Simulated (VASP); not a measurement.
# GaN: single point with PBE

Crystal: GaN.

```
Ga N
1.0
     3.32516    0.00000    0.00000
    -1.66258    2.87968    0.00000
     0.00000    0.00000    4.88057
Ga N
2 2
Cartesian
  0.0000 1.9198 1.2201
  1.6626 0.9599 3.6604
  1.6626 0.9599 1.2201
  0.0000 1.9198 3.6604
```

* Program: VASP 6.6.1
* Task: single point
* Functional: PBE
* Potentials or basis: VASP PAW PBE potentials, release 64 (Ga_d, N)
* Cutoff: 520 eV
* k mesh: 12 × 12 × 6
* Occupations: fermi-dirac, width 0.02 eV
* Spin: no spin polarisation
* Dipole correction: no
* Further INCAR settings: ALGO = Normal; EDIFF = 1e-06; NBANDS = 26

* Pressure: 0.1 GPa
* Band gap on the k mesh: 1.16 eV

Stress tensor (GPa, compression positive):
```
0.03 0.00 0.00
0.00 0.03 0.00
0.00 0.00 0.22
```

Levels at points of the mesh, in eV from the valence-band top:
| k point | band 15 | band 16 | band 17 | band 18 | band 19 | band 20 | band 21 | band 22 |
| --- | --- | --- | --- | --- | --- | --- | --- | --- |
| (0.00, 0.00, 0.00) | -2.03 | -0.98 | -0.98 | 0.00 | 1.16 | 1.89 | 8.24 | 8.24 |
| (0.50, 0.00, 0.00) | -3.86 | -3.77 | -2.21 | -1.80 | 3.26 | 4.69 | 6.37 | 7.84 |
| (0.00, 0.00, 0.50) | -1.50 | -1.50 | -1.50 | -1.50 | 3.23 | 3.23 | 7.58 | 7.58 |
| (0.50, 0.00, 0.50) | -3.08 | -3.08 | -1.19 | -1.19 | 4.10 | 4.10 | 5.97 | 5.97 |

It took 110 s on 1 thread of Intel(R) Xeon(R) Platinum 8375C CPU @ 2.90GHz (Ice Lake) (shared host), peak memory 0.22 GiB.
